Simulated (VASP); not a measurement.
# NiO (Fm-3m) in VASP: further runs

The runs below take NiO through single point, relaxation of cell and atoms, with PBEsol.

Everything below comes from runs of VASP 6.6.1. Logs are shortened: lines on timing, memory, paths and dates and some standing lists are left out, and cuts for length are marked.

## 1. The cell of the first run

The structure is cubic, space group Fm-3m (No. 225). Conventional cell: a = 4.116 Å, b = 4.116 Å, c = 4.116 Å, α = 90.00°, β = 90.00°, γ = 90.00°. Within 2.7 Å of Ni (site symmetry m-3m) lie 6 O at 2.06 Å. Within 2.7 Å of O (site symmetry m-3m) lie 6 Ni at 2.06 Å.

## 2. Single point, PBEsol, collinear spin, ferromagnetic start

Input file INCAR:

```
SYSTEM = NiO
PREC = Accurate ; ENCUT = 520
EDIFF = 1E-7 ; ISMEAR = 0
SIGMA = 0.1 ; LREAL = .FALSE.
LASPH = .TRUE. ; NELM = 150
ALGO = Normal ; ISIF = 2
LWAVE = .FALSE. ; LCHARG = .TRUE.
ISPIN = 2 ; MAGMOM = 1.6 0.32
LORBIT = 11 ; LMAXMIX = 4
GGA = PS ; LELF = .TRUE.
LVHAR = .TRUE. ; NBANDS = 19
```

Input file KPOINTS:

```
regular mesh
0
G
  18 18 18
  0 0 0
```

Input file POSCAR:

```
NiO
1.0
    0.0000000000      2.0580996119      2.0580996119
    2.0580996119      0.0000000000      2.0580996119
    2.0580996119      2.0580996119      0.0000000000
Ni O
1 1
Direct
    0.0000000000      0.0000000000      0.0000000000
    0.5000000000      0.5000000000      0.5000000000
```

Potentials or basis: VASP PAW PBE potentials, release 64 (Ni, O).

Started as:

```
cat potpaw_PBE.64/Ni/POTCAR potpaw_PBE.64/O/POTCAR > POTCAR
mpirun -np 1 vasp_std > vasp.out
```

OUTCAR:

```text
SYSTEM = NiO
   PREC = Accurate
   ENCUT = 520
   EDIFF = 1E-7
   ISMEAR = 0
   LREAL = .FALSE.
   LASPH = .TRUE.
   NELM = 150
   ISIF = 2
   ISPIN = 2
   LORBIT = 11
   GGA = PS

 ion  position               nearest neighbor table
   1  0.000  0.000  0.000-   2 2.06   2 2.06   2 2.06   2 2.06   2 2.06   2 2.06
   2  0.500  0.500  0.500-   1 2.06   1 2.06   1 2.06   1 2.06   1 2.06   1 2.06

  LATTYP: Found a face centered cubic cell.
 ALAT       =     4.1161992238

  Lattice vectors:

 A1 = (   0.0000000000,   2.0580996119,   2.0580996119)
 A2 = (   2.0580996119,   0.0000000000,   2.0580996119)
 A3 = (   2.0580996119,   2.0580996119,   0.0000000000)

Analysis of symmetry for initial positions (statically):
=====================================================================
 Subroutine PRICEL returns:
 Original cell was already a primitive cell.

 Routine SETGRP: Setting up the symmetry group for a
 face centered cubic supercell.

 Subroutine GETGRP returns: Found 48 space group operations
 (whereof 48 operations were pure point group operations)
 out of a pool of 48 trial point group operations.

The static configuration has the point symmetry O_h .

Analysis of symmetry for dynamics (positions and initial velocities):
=====================================================================
 Subroutine PRICEL returns:
 Original cell was already a primitive cell.

 Routine SETGRP: Setting up the symmetry group for a
 face centered cubic supercell.

 Subroutine GETGRP returns: Found 48 space group operations
 (whereof 48 operations were pure point group operations)
 out of a pool of 48 trial point group operations.

The dynamic configuration has the point symmetry O_h .

Analysis of structural, dynamic, and magnetic symmetry:
=====================================================================
 Subroutine PRICEL returns:
 Original cell was already a primitive cell.

 Routine SETGRP: Setting up the symmetry group for a
 face centered cubic supercell.

 Subroutine GETGRP returns: Found 48 space group operations
 (whereof 48 operations were pure point group operations)
 out of a pool of 48 trial point group operations.

The overall configuration has the point symmetry O_h .

 Subroutine INISYM returns: Found 48 space group operations
 (whereof 48 operations are pure point group operations),
 and found     1 'primitive' translations

----------------------------------------------------------------------------------------

                                     Primitive cell

  volume of cell :      17.4353

  direct lattice vectors                    reciprocal lattice vectors
     0.000000000  2.058099612  2.058099612    -0.242942566  0.242942566  0.242942566
     2.058099612  0.000000000  2.058099612     0.242942566 -0.242942566  0.242942566
     2.058099612  2.058099612  0.000000000     0.242942566  0.242942566 -0.242942566

  length of vectors
     2.910592384  2.910592384  2.910592384     0.420788867  0.420788867  0.420788867

  position of ions in fractional coordinates (direct lattice)
     0.000000000  0.000000000  0.000000000
     0.500000000  0.500000000  0.500000000

  ion indices of the primitive-cell ions
   primitive index   ion index
                 1           1
                 2           2

----------------------------------------------------------------------------------------

 KPOINTS: regular mesh

Automatic generation of k-mesh.
 Grid dimensions read from file:
 generate k-points for:   18   18   18

 Generating k-lattice:

  Cartesian coordinates                     Fractional coordinates (reciprocal lattice)
    -0.013496809  0.013496809  0.013496809     0.055555556  0.000000000  0.000000000
     0.013496809 -0.013496809  0.013496809     0.000000000  0.055555556  0.000000000
     0.013496809  0.013496809 -0.013496809     0.000000000  0.000000000  0.055555556

  Length of vectors
     0.023377159  0.023377159  0.023377159

  Shift w.r.t. Gamma in fractional coordinates (k-lattice)
     0.000000000  0.000000000  0.000000000

 Subroutine IBZKPT returns following result:
 ===========================================

 Found    195 irreducible k-points:

 Following reciprocal coordinates:
            Coordinates               Weight
  0.000000  0.000000  0.000000      1.000000
  0.055556  0.000000  0.000000      8.000000
  0.111111  0.000000  0.000000      8.000000
  0.166667  0.000000  0.000000      8.000000
  0.222222  0.000000  0.000000      8.000000
  0.277778  0.000000  0.000000      8.000000
[... 16 lines left out ...]
 -0.277778  0.055556  0.000000     24.000000
 -0.222222  0.055556  0.000000     24.000000
 [... further k-points ...]
   k-points           NKPTS =    195   k-points in BZ     NKDIM =    195   number of bands    NBANDS=     19
   number of dos      NEDOS =    301   number of ions     NIONS =      2
   total plane-waves  NPLWV =  13824
   dimension x,y,z NGX =    24 NGY =   24 NGZ =   24
   dimension x,y,z NGXF=    48 NGYF=   48 NGZF=   48
   ions per type =               1   1
   NGX,Y,Z   is equivalent  to a cutoff of  13.71, 13.71, 13.71 a.u.
   NGXF,Y,Z  is equivalent  to a cutoff of  27.42, 27.42, 27.42 a.u.
 SYSTEM =  NiO
   PREC   = accura    normal or accurate (medium, high low for compatibility)
   ISTART =      0    job   : 0-new  1-cont  2-samecut
   ICHARG =      2    charge: 1-file 2-atom 10-const
   ISPIN  =      2    spin polarized calculation?
   LNONCOLLINEAR =      F non collinear calculations
   LSORBIT =      F    spin-orbit coupling
   LASPH  =      T    aspherical Exc in radial PAW
   ENCUT  =  520.0 eV  38.22 Ry    6.18 a.u.   5.41  5.41  5.41*2*pi/ulx,y,z
   NELM   =    150;   NELMIN=  2; NELMDL= -5     # of ELM steps
   EDIFF  = 0.1E-06   stopping-criterion for ELM
   LREAL  =      F    real-space projection
   EDIFFG = 0.1E-05   stopping-criterion for IOM
   NSW    =      0    number of steps for IOM
   IBRION =     -1    ionic relax: 0-MD 1-quasi-New 2-CG
   NFREE  =      0    steps in history (QN), initial steepest desc. (CG)
   ISIF   =      2    stress and relaxation
   ISYM   =      2    0-nonsym 1-usesym 2-fastsym
   POTIM  = 0.5000    time-step for ionic-motion
   TEBEG  =    0.0;   TEEND  =   0.0 temperature during run
   PSTRESS=    0.0 pullay stress
   NELECT =      16.0000    total number of electrons
   NUPDOWN=      -1.0000    fix difference up-down
   EMIN   =  10.00;   EMAX   =-10.00  energy-range for DOS
   EFERMI =   0.00;   METHOD = LEGACY
   ISMEAR =     0;   SIGMA  =   0.10  broadening in eV -4-tet -1-fermi 0-gaus
   EFERMI_NEDOS =   21; number of points for ismear=-14 and -15
   IALGO  =     38    algorithm
   IMIX   =      4    mixing-type and parameters
     AMIX     =   0.40;   BMIX     =  1.00
     AMIX_MAG =   1.60;   BMIX_MAG =  1.00
  volume/ion in A,a.u.               =       8.72        58.83
  Fermi-wavevector in a.u.,A,eV,Ry     =   1.590884  3.006334 34.435135  2.530911
  Thomas-Fermi vector in A             =   2.689510
   LORBIT       =     11    0 simple, 1 ext, 2 COOP (PROOUT), +10 PAW based schemes
   GGA     = PS    functional components
   LHFCALC =     F    Hartree Fock is set to
   AEXX    =    0.0000 exact exchange contribution
   IVDW    =     0    specifies the selected vdW correction
   LEPSILON=     F    determine dielectric tensor
   LRPA    =     F    only Hartree local field effects (RPA)
 spin polarized calculation
 Gauss-broadening in eV      SIGMA  =   0.10
  energy-cutoff  :      520.00
  volume of cell :       17.44
 maximum number of plane-waves:       489
 NGX is ok and might be reduce to    24
   NGX = 11   NGY = 11   NGZ = 11

 number of electron      15.9999988 magnetization       1.1973477

 Free energy of the ion-electron system (eV)
  ---------------------------------------------------
  ext. energy  EPLUGINS =         0.00000000
  ---------------------------------------------------
  free energy    TOTEN  =       -12.39936135 eV

  energy without entropy =      -12.39021694  energy(sigma->0) =      -12.39478915

 E-fermi :   8.4049     XC(G=0): -13.2013

 val. band max:        8.4038432583   @ k =   0.1667   0.0000   0.0000
 cond. band min:       8.4053087003   @ k =  -0.3333   0.2778   0.1111
 fundamental gap:      0.0014654420
 Fermi energy:         8.4049348246

 spin component 1

 k-point     1 :       0.0000    0.0000    0.0000
  band No.  band energies     occupation
      1     -12.4453      1.00000
      2       5.0860      1.00000
      3       5.0860      1.00000
      4       5.0860      1.00000
      5       5.7352      1.00000
      6       5.7352      1.00000
[... 11 lines left out ...]
     18      34.8141      0.00000
     19      34.8142      0.00000

 k-point     2 :       0.0556    0.0000    0.0000
  band No.  band energies     occupation
      1     -12.4071      1.00000
      2       4.7391      1.00000
      3       4.7634      1.00000
      4       4.7634      1.00000
      5       5.9143      1.00000
      6       5.9144      1.00000
[... 11 lines left out ...]
     18      35.4711      0.00000
     19      35.4711      0.00000

 k-point     3 :       0.1111    0.0000    0.0000
  band No.  band energies     occupation
      1     -12.2943      1.00000
      2       4.0107      1.00000
      3       4.2689      1.00000
      4       4.2689      1.00000
      5       5.9959      1.00000
      6       5.9960      1.00000
[... 434 lines left out ...]
      1     -11.5148      1.00000
      2       1.1671      1.00000
      3       2.7917      1.00000
      4       2.9803      1.00000
      5       6.3990      1.00000
      6       6.4329      1.00000
[... 11 lines left out ...]
     18      39.6462      0.00000
     19      40.7761      0.00000

 k-point    24 :      -0.2222    0.0556    0.0000
  band No.  band energies     occupation
      1     -11.7750      1.00000
      2       1.9203      1.00000
      3       3.1013      1.00000
      4       3.3677      1.00000
      5       6.2565      1.00000
      6       6.2806      1.00000
[... 11 lines left out ...]
     18      39.4173      0.00000
     19      40.5972      0.00000

 [... further k-points ...]

 spin component 2

 k-point     1 :       0.0000    0.0000    0.0000
  band No.  band energies     occupation
      1     -12.1687      1.00000
      2       5.4123      1.00000
      3       5.4123      1.00000
      4       5.4123      1.00000
      5       6.5518      1.00000
      6       6.5519      1.00000
[... 11 lines left out ...]
     18      35.2230      0.00000
     19      35.2231      0.00000

 k-point     2 :       0.0556    0.0000    0.0000
  band No.  band energies     occupation
      1     -12.1300      1.00000
      2       5.0780      1.00000
      3       5.2378      1.00000
      4       5.2378      1.00000
      5       6.6012      1.00000
      6       6.6012      1.00000
[... 11 lines left out ...]
     18      35.8730      0.00000
     19      35.8731      0.00000

 k-point     3 :       0.1111    0.0000    0.0000
  band No.  band energies     occupation
      1     -12.0154      1.00000
      2       4.3431      1.00000
      3       4.8570      1.00000
      4       4.8571      1.00000
      5       6.7008      1.00000
      6       6.7008      1.00000
[... 434 lines left out ...]
      1     -11.2215      1.00000
      2       1.4570      1.00000
      3       3.4878      1.00000
      4       3.5878      1.00000
      5       7.0982      1.00000
      6       7.2287      1.00000
[... 11 lines left out ...]
     18      39.9483      0.00000
     19      41.1324      0.00000

 k-point    24 :      -0.2222    0.0556    0.0000
  band No.  band energies     occupation
      1     -11.4868      1.00000
      2       2.2345      1.00000
      3       3.7994      1.00000
      4       3.9412      1.00000
      5       6.9378      1.00000
      6       7.0969      1.00000
[... 11 lines left out ...]
     18      39.7767      0.00000
     19      40.9986      0.00000

 [... further k-points ...]

------------------------ aborting loop because EDIFF is reached ----------------------------------------

  FORCE on cell =-STRESS in cart. coord.  units (eV):
  Direction    XX          YY          ZZ          XY          YZ          ZX
  --------------------------------------------------------------------------------------
  -------------------------------------------------------------------------------------
  Total       -0.0282892     -0.0282892     -0.0282892      0.0000000      0.0000000      0.0000000
  in kB       -2.5995772     -2.5995772     -2.5995772      0.0000000      0.0000000      0.0000000
  external PRESSURE =      -2.5995772 kB  Pullay stress =       0.0000000 kB

 VOLUME and BASIS-vectors are now :
 -----------------------------------------------------------------------------
  energy-cutoff  :      520.00
  volume of cell :       17.44
      direct lattice vectors                 reciprocal lattice vectors
     0.000000000  2.058099612  2.058099612    -0.242942566  0.242942566  0.242942566
     2.058099612  0.000000000  2.058099612     0.242942566 -0.242942566  0.242942566
     2.058099612  2.058099612  0.000000000     0.242942566  0.242942566 -0.242942566

 POSITION                                       TOTAL-FORCE (eV/Angst)
 -----------------------------------------------------------------------------------
      0.00000      0.00000      0.00000        -0.000000      0.000000     -0.000000
      2.05810      2.05810      2.05810         0.000000     -0.000000      0.000000
 -----------------------------------------------------------------------------------
    total drift:                                0.000000     -0.000000     -0.000000

  FREE ENERGIE OF THE ION-ELECTRON SYSTEM (eV)
  ---------------------------------------------------
  free  energy   TOTEN  =       -12.3993613518 eV

  energy  without entropy=      -12.3902169427  energy(sigma->0) =      -12.39478915

 total charge

# of ion       s       p       d       tot
------------------------------------------
    1        0.348   0.438   8.332   9.119
    2        1.558   3.392   0.000   4.950
--------------------------------------------------
tot          1.907   3.830   8.332  14.069

 magnetization (x)

# of ion       s       p       d       tot
------------------------------------------
    1        0.010   0.013   0.981   1.005
    2        0.023   0.141   0.000   0.164
--------------------------------------------------
tot          0.033   0.155   0.981   1.169
```

Wall time 2.2 min (1 thread of Intel Xeon 8259CL, shared host); peak memory 0.23 GiB.

What came out:

```yaml
Free_energy: -12.3994 eV
Pressure: -0.3 GPa
Net_moment: 1.20 μB per cell
Site_moments: Ni +1.00; O +0.16 μB
Valence_electrons_inside_the_program's_atomic_spheres: Ni 9.12; O 4.95
```

Levels at points of the mesh, in eV from the Fermi level:
Spin up:
```tsv
k point	band 5	band 6	band 7	band 8	band 9	band 10	band 11	band 12	band 13	band 14
(0.00, 0.00, 0.00)	-2.67	-2.67	-2.48	-2.48	-2.48	1.69	17.73	19.14	19.14	19.14
(0.50, 0.00, 0.00)	-1.65	-1.65	-1.16	0.68	0.68	5.52	10.28	14.17	14.17	21.77
(0.50, 0.50, 0.00)	-3.50	-2.27	-1.63	-1.33	-1.33	6.37	10.67	12.32	16.97	16.97
```
Spin down:
| k point | band 5 | band 6 | band 7 | band 8 | band 9 | band 10 |
| --- | --- | --- | --- | --- | --- | --- |
| (0.00, 0.00, 0.00) | -1.85 | -1.85 | -1.85 | -1.06 | -1.06 | 1.93 |
| (0.50, 0.00, 0.00) | -0.89 | -0.89 | -0.51 | 1.95 | 1.95 | 5.64 |
| (0.50, 0.50, 0.00) | -2.96 | -0.63 | -0.63 | -0.61 | 0.03 | 6.68 |

Caveat: the PAW data sets were made with another functional, which shifts forces and pressure a little; a cell with one magnetic atom can't hold antiferromagnetic order, which such compounds often take; semilocal functionals often make such compounds metallic where correlation or magnetic order opens a gap, which also shifts bond lengths.

## 3. Relaxation of cell and atoms, PBEsol, collinear spin, ferromagnetic start

This run uses another cell than the first one, of 9.37 Å³/atom.

Input file INCAR:

```
SYSTEM = NiO
ALGO     = Normal         ! electronic algorithm
EDIFF    = 1E-6           ! SCF threshold, eV
EDIFFG   = -0.005         ! ionic threshold
ENCUT    = 600            ! plane-wave cutoff, eV
GGA      = PS             ! functional
IBRION   = 2              ! ionic algorithm
ISIF     = 3              ! what is computed and relaxed
ISMEAR   = 0              ! smearing method
ISPIN    = 2              ! spin polarisation
LASPH    = .True.         ! aspherical terms in the spheres
LCHARG   = .False.        ! write CHGCAR
LMAXMIX  = 4              ! l up to which the mixer works
LORBIT   = 11             ! projections on sites
LREAL    = .False.        ! projectors in reciprocal space
LWAVE    = .False.        ! write WAVECAR
MAGMOM   = 1.6 0.32       ! initial moments
NELM     = 150            ! most SCF steps
NSW      = 70             ! ionic steps
PREC     = Accurate       ! precision mode
SIGMA    = 0.1            ! smearing width, eV
```

Input file KPOINTS:

```
k-points
0
Gamma
  18 18 18
  0 0 0
```

Input file POSCAR:

```
NiO
1.0
    0.0000000000      2.1081760837      2.1081760837
    2.1081760837      0.0000000000      2.1081760837
    2.1081760837      2.1081760837      0.0000000000
Ni O
1 1
Direct
    0.0000000000      0.0000000000      0.0000000000
    0.5000000000      0.5000000000      0.5000000000
```

Potentials or basis: VASP PAW PBE potentials, release 64 (Ni, O).

Started as:

```
cat potpaw_PBE.64/Ni/POTCAR potpaw_PBE.64/O/POTCAR > POTCAR
mpirun -np 1 vasp_std > vasp.out
```

It took 6.8 min on 1 thread of Intel Xeon 8259CL, shared host; peak memory 0.24 GiB.

Results (log left out):

* Free energy: -12.4042 eV
* Relaxed volume: 8.63 Å³/atom
* Relaxed cell: a = 2.900 Å, b = 2.900 Å, c = 2.900 Å, α = 60.00°, β = 60.00°, γ = 60.00°
* Space group after relaxing (to 0.1 Å): Fm-3m (No. 225)
* Energy gained by relaxing: 27.6 meV/atom
* Ionic steps: 4
* Pressure after relaxing: 0.1 GPa
* Net moment: 0.88 μB per cell
* Site moments: Ni +0.74; O +0.11 μB
* Valence electrons inside the program's atomic spheres: Ni 9.15; O 4.95

Step by step:
```tsv
step	energy change (eV)	largest force (eV/Å)	pressure (GPa)	volume (Å³)
1	0.0000	0.0000	-11.97	18.74
2	-0.0503	0.0000	4.68	16.90
3	-0.0550	0.0000	-0.98	17.33
4	-0.0552	0.0000	0.06	17.25
```

Final structure:
```
Ni O
1.0
     0.00000    2.05083    2.05083
     2.05083    0.00000    2.05083
     2.05083    2.05083    0.00000
Ni O
1 1
Direct
  0.00000 0.00000 0.00000
  0.50000 0.50000 0.50000
```

Levels at points of the mesh, in eV from the Fermi level:
Spin up:
| k point | band 5 | band 6 | band 7 | band 8 | band 9 | band 10 | band 11 | band 12 | band 13 |
| --- | --- | --- | --- | --- | --- | --- | --- | --- | --- |
| (0.00, 0.00, 0.00) | -2.41 | -2.41 | -2.35 | -2.35 | -2.35 | 1.78 | 17.77 | 19.27 | 19.27 |
| (0.50, 0.00, 0.00) | -1.47 | -1.47 | -1.01 | 0.88 | 0.88 | 5.56 | 10.41 | 14.28 | 14.28 |
| (0.50, 0.50, 0.00) | -3.41 | -1.99 | -1.34 | -1.16 | -1.16 | 6.50 | 10.74 | 12.43 | 17.13 |
Spin down:
```
           k point  band 4  band 5  band 6  band 7  band 8  band 9  band 10  band 11  band 12  band 13
(0.00, 0.00, 0.00)   -3.15   -1.88   -1.88   -1.88   -1.22   -1.22     1.95    17.76    19.41    19.41
(0.50, 0.00, 0.00)   -5.60   -0.92   -0.92   -0.53    1.82    1.82     5.65    10.66    14.44    14.44
(0.50, 0.50, 0.00)   -4.55   -3.01   -0.76   -0.64   -0.64   -0.11     6.74    10.91    12.61    17.32
```

Caveat: the PAW data sets were made with another functional, which shifts forces and pressure a little; a cell with one magnetic atom can't hold antiferromagnetic order, which such compounds often take; semilocal functionals often make such compounds metallic where correlation or magnetic order opens a gap, which also shifts bond lengths. With open d or f shells a metallic result of PBEsol can be an artefact of self-interaction; +U or a hybrid may open a gap.
